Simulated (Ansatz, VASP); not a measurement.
## C: VASP beside Ansatz

```
CELL_PARAMETERS angstrom
1.21596 -2.14796 0.00912
1.22325 2.15217 -0.04137
-0.09419 -0.08515 7.14765
ATOMIC_POSITIONS crystal
C 0.10349 0.94562 0.74880
C 0.59081 0.41384 0.23941
C 0.92426 0.08600 0.24211
C 0.42852 0.58933 0.74862
```

Change from the starting cell: kmesh displaced: [4, 4, 1] Gamma-centred.

Alike in both runs: task single point; functional LDA; k mesh 4 × 4 × 1; occupations gaussian, width 0.1 eV; no spin polarisation.

```csv
,VASP,Ansatz
version,VASP 6.6.1,Ansatz 0.2.0
potentials or method,"VASP PAW LDA potentials, release 64 (C), cutoff 520 eV","scalar-relativistic, plane waves, PAW"
valence electrons in the cell,16,16
```

```csv
,VASP,Ansatz,Ansatz less VASP
gap on the k mesh at the Fermi level (eV),3.10,3.11,+0.008
least direct gap on the mesh (eV),3.12,3.13,+0.011
pressure (GPa),-3.8,-4.6,-0.73
"traceless stress, the component that is largest in VASP (GPa)",-11.87,-12.28,-0.409
rms of the force components (eV/Å),1.297,1.299,+0.0024
```

LDA's correlation is that of Perdew and Zunger in VASP and of Perdew and Wang (1992) in Ansatz. Atom by atom the forces differ by 0.003 eV/Å (rms over components).

The k mesh is coarse, so the values compare programs but aren't converged.
